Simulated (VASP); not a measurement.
## LiCuAuO2: single point with PBE

Crystal: LiCuAuO2.

```xyz
5
Lattice="1.6699 0.9641 6.4188 -1.6699 0.9641 6.4188 0.0000 -1.9283 6.4188" Properties=species:S:1:pos:R:3 pbc="T T T"
Au    0.0000    0.0000   19.0984
Cu    0.0000    0.0000    9.9325
O     0.0000    0.0000    1.9434
O     0.0000    0.0000   17.0270
Li    0.0000    0.0000   14.5821
```

```yaml
Program: VASP 6.6.1
Task: single point
Functional: PBE
Potentials_or_basis: VASP PAW PBE potentials, release 64 (Au_sv_GW, Cu_sv_GW, O, Li_sv)
Cutoff: 880 eV
k_mesh: 8 × 8 × 8
Occupations: fermi-dirac, width 0.05 eV
Spin: no spin polarisation
Dipole_correction: no
Further_INCAR_settings: ALGO = Normal; EDIFF = 1e-06; NBANDS = 34
```

- Pressure: -4.6 GPa
- Largest force: 0.364 eV/Å
- Band gap on the k mesh: zero (an odd number of electrons rules out a gap without spin polarisation)

Forces in eV/Å, atoms in the order of the input:
```
Au   0.000  0.000  0.019
Cu   0.000  0.000  0.364
O    0.000  0.000 -0.353
O    0.000  0.000 -0.107
Li   0.000  0.000  0.077
```

Stress tensor (GPa, compression positive):
```
-4.27  0.00  0.00
 0.00 -4.27  0.00
 0.00  0.00 -5.26
```

Levels at points of the mesh, in eV from the Fermi level:
```tsv
k point	band 24	band 25	band 26	band 27	band 28	band 29	band 30	band 31
(0.00, 0.00, 0.00)	-1.49	-1.09	0.49	0.49	0.99	4.74	5.95	10.00
(0.50, 0.00, 0.00)	-1.24	-0.74	-0.31	-0.17	2.39	4.23	6.00	8.86
(0.50, 0.50, 0.00)	-1.48	-1.07	-0.09	0.08	2.58	4.63	6.73	7.28
(0.50, 0.50, 0.50)	-0.92	-0.92	0.26	0.26	2.74	3.32	7.17	8.65
```

Run time: 20 min on 1 thread of Intel(R) Xeon(R) Platinum 8488C (Sapphire Rapids), on a shared host, peak memory 0.98 GiB.

Caveat: the cell stands under tension; spin-orbit coupling is left out, which moves the levels of the heavy elements. With open d or f shells a metallic result of PBE can be an artefact of self-interaction; +U or a hybrid may open a gap.
